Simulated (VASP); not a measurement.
Wanted: the native input for a VASP 6.6.1 run.

```
Task                   : electric field gradients
Functional             : LDA
Potentials or basis    : VASP PAW LDA potentials, release 64 (In_d, P)
Cutoff                 : 520 eV
k mesh                 : 11 × 11 × 11
Occupations            : fermi-dirac, width 0.05 eV
Spin                   : no spin polarisation
Dipole correction      : no
Further INCAR settings : ALGO = Normal; EDIFF = 1e-08; NBANDS = 16
```

The structure of InP lies in POSCAR:

```
InP
1.0
    0.0000000000      2.7967183404      2.7967183404
    2.7967183404      0.0000000000      2.7967183404
    2.7967183404      2.7967183404      0.0000000000
In P
1 1
Direct
    0.0000000000      0.0000000000      0.0000000000
    0.5000000000      0.5000000000      0.5000000000
```

One way to write it, as run:

INCAR

```
ALGO = Normal
EDIFF = 1E-8
ENCUT = 520
GGA = CA
ISIF = 2
ISMEAR = -1
LASPH = True
LCHARG = False
LEFG = True
LREAL = False
LWAVE = False
NBANDS = 16
NELM = 100
PREC = Accurate
SIGMA = 0.05
```

KPOINTS

```
k-points
0
Gamma
  11 11 11
```

Potentials or basis: VASP PAW LDA potentials, release 64 (In_d, P).

Run with:

```sh
$ cat potpaw_LDA.64/In_d/POTCAR potpaw_LDA.64/P/POTCAR > POTCAR
$ mpirun -np 1 vasp_std > vasp.out
```

It gave:

```yaml
Pressure: -6.9 GPa
Band_gap_on_the_k_mesh: zero (bands 9 and 10 overlap by 2.54 eV)
Largest_electric_field_gradient_by_atom: zero within the noise of the run
```

Caveat: the cell stands under tension; spin-orbit coupling is left out, which moves the levels of the heavy elements.

It took 63 s on 1 thread of Intel Xeon 8259CL, on a shared host, peak memory 0.17 GiB.
